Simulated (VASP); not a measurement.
Input of a VASP 6.6.1 run:

Contents of POSCAR:

```
BP
1.0
    0.0000000000      2.1562587434      2.1562587434
    2.1562587434      0.0000000000      2.1562587434
    2.1562587434      2.1562587434      0.0000000000
B P
1 1
Direct
    0.0000000000      0.0000000000      0.0000000000
    0.5000000000      0.5000000000      0.5000000000
```

Contents of INCAR.step1:

```
SYSTEM = BP
PREC = Accurate
ENCUT = 600
ISMEAR = -1
SIGMA = 0.02
LREAL = .False.
LASPH = .True.
NELM = 60
GGA = PE
ALGO = Normal
EDIFF = 1E-4
LWAVE = .True.
LCHARG = .False.
```

Contents of INCAR.step2:

```
SYSTEM = BP
PREC = Accurate
ENCUT = 600
EDIFF = 1E-6
ISMEAR = -1
SIGMA = 0.02
LREAL = .False.
LASPH = .True.
NELM = 60
ALGO = Normal
ISIF = 3
LWAVE = .False.
LCHARG = .False.
METAGGA = R2SCAN
LMIXTAU = .True.
IBRION = 2
NSW = 80
EDIFFG = -0.005
ISTART = 1
```

File KPOINTS:

```
Automatic mesh
0
Gamma
  10 10 10
  0 0 0
```

Potentials or basis: VASP PAW PBE potentials, release 64 (B, P).

Command:

```bash
$ cat potpaw_PBE.64/B/POTCAR potpaw_PBE.64/P/POTCAR > POTCAR
$ cp INCAR.step1 INCAR
$ mpirun -np 1 vasp_std > vasp.out
$ cp INCAR.step2 INCAR
$ mpirun -np 1 vasp_std > vasp.out
```

(1) Estimate the relaxed cell.

(2) Predict the relaxed volume.

(3) Predict the band gap on the k mesh.

## Answers

(1) a = 3.046 Å, b = 3.046 Å, c = 3.046 Å, α = 60.00°, β = 60.00°, γ = 60.00°.

(2) 9.99 Å³/atom.

(3) zero (bands 4 and 5 overlap by 4.16 eV).

Caveat: the structure was generated, so it needn't be the stable form of BP; the PAW data sets were made with another functional, which shifts forces and pressure a little.
